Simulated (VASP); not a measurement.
Set up this calculation in VASP 6.6.1, as the native input.

| Item | Value |
| --- | --- |
| Task | single point |
| Functional | PBEsol |
| Potentials or basis | VASP PAW PBE potentials, release 64 (Ir) |
| Cutoff | 520 eV |
| k mesh | 12 × 8 × 1 |
| Occupations | fermi-dirac, width 0.05 eV |
| Spin | no spin polarisation |
| Dipole correction | yes |
| k mesh for the DOS | 18 × 12 × 1 |
| Occupations for the DOS | tetrahedron |
| Further INCAR settings | ALGO = Normal; EDIFF = 1e-06 |

Ir, a slab with vacuum:

```
CELL_PARAMETERS angstrom
2.71925 0.00000 0.00000
0.00000 4.40801 0.00000
0.00000 0.00000 21.49490
ATOMIC_POSITIONS crystal
Ir 0.75000 0.75000 0.37218
Ir 0.25000 0.25000 0.40870
Ir 0.25000 0.75000 0.48174
Ir 0.75000 0.25000 0.51826
Ir 0.75000 0.75000 0.59130
Ir 0.25000 0.25000 0.62782
```

The input as run:

POSCAR

```
Ir
1.0
    2.7192496415      0.0000000000      0.0000000000
    0.0000000000      4.4080115152      0.0000000000
    0.0000000000      0.0000000000     21.4949000000
Ir
6
Direct
    0.7500000000      0.7500000000      0.3721822781
    0.2500000000      0.2500000000      0.4087016275
    0.2500000000      0.7500000000      0.4817403253
    0.7500000000      0.2500000000      0.5182596747
    0.7500000000      0.7500000000      0.5912983725
    0.2500000000      0.2500000000      0.6278177219
```

INCAR.step1

```
SYSTEM = Ir
ALGO     = Normal         ! electronic algorithm
DIPOL    = 0.5 0.5 0.500
EDIFF    = 1E-6           ! SCF threshold, eV
ENCUT    = 520            ! plane-wave cutoff, eV
GGA      = PS             ! functional
IDIPOL   = 3            
ISIF     = 2              ! what is computed and relaxed
ISMEAR   = -1             ! smearing method
LASPH    = .True.         ! aspherical terms in the spheres
LCHARG   = .True.         ! write CHGCAR
LDIPOL   = .True.       
LMAXMIX  = 4              ! l up to which the mixer works
LREAL    = .False.        ! projectors in reciprocal space
LWAVE    = .False.        ! write WAVECAR
NBANDS   = 36             ! bands
NELM     = 80             ! most SCF steps
PREC     = Accurate       ! precision mode
SIGMA    = 0.05           ! smearing width, eV
```

KPOINTS.step1

```
k-points
0
Gamma
  12 8 1
  0 0 0
```

INCAR.step2

```
SYSTEM = Ir
ALGO     = Normal         ! electronic algorithm
DIPOL    = 0.5 0.5 0.500
EDIFF    = 1E-6           ! SCF threshold, eV
ENCUT    = 520            ! plane-wave cutoff, eV
GGA      = PS             ! functional
ICHARG   = 11             ! starting density
IDIPOL   = 3            
ISIF     = 2              ! what is computed and relaxed
ISMEAR   = -5             ! smearing method
LASPH    = .True.         ! aspherical terms in the spheres
LCHARG   = .False.        ! write CHGCAR
LDIPOL   = .True.       
LMAXMIX  = 4              ! l up to which the mixer works
LORBIT   = 11             ! projections on sites
LREAL    = .False.        ! projectors in reciprocal space
LWAVE    = .False.        ! write WAVECAR
NEDOS    = 1001           ! points of the DOS
NELM     = 80             ! most SCF steps
PREC     = Accurate       ! precision mode
SIGMA    = 0.05           ! smearing width, eV
```

KPOINTS.step2

```
k-points
0
Gamma
  18 12 1
  0 0 0
```

Potentials or basis: VASP PAW PBE potentials, release 64 (Ir).

Command:

```console
$ cat potpaw_PBE.64/Ir/POTCAR > POTCAR
$ cp INCAR.step1 INCAR
$ cp KPOINTS.step1 KPOINTS
$ mpirun -np 1 vasp_std > vasp.out
$ cp INCAR.step2 INCAR
$ cp KPOINTS.step2 KPOINTS
$ mpirun -np 1 vasp_std > vasp.out
```

It gave:

```yaml
Valence_electrons_inside_the_program's_atomic_spheres: Ir 8.07, 8.22, 8.33 (each value once)
```

It took 8.3 min on 1 thread of Intel(R) Xeon(R) 6975P-C (Granite Rapids) (shared host), peak memory 0.59 GiB.
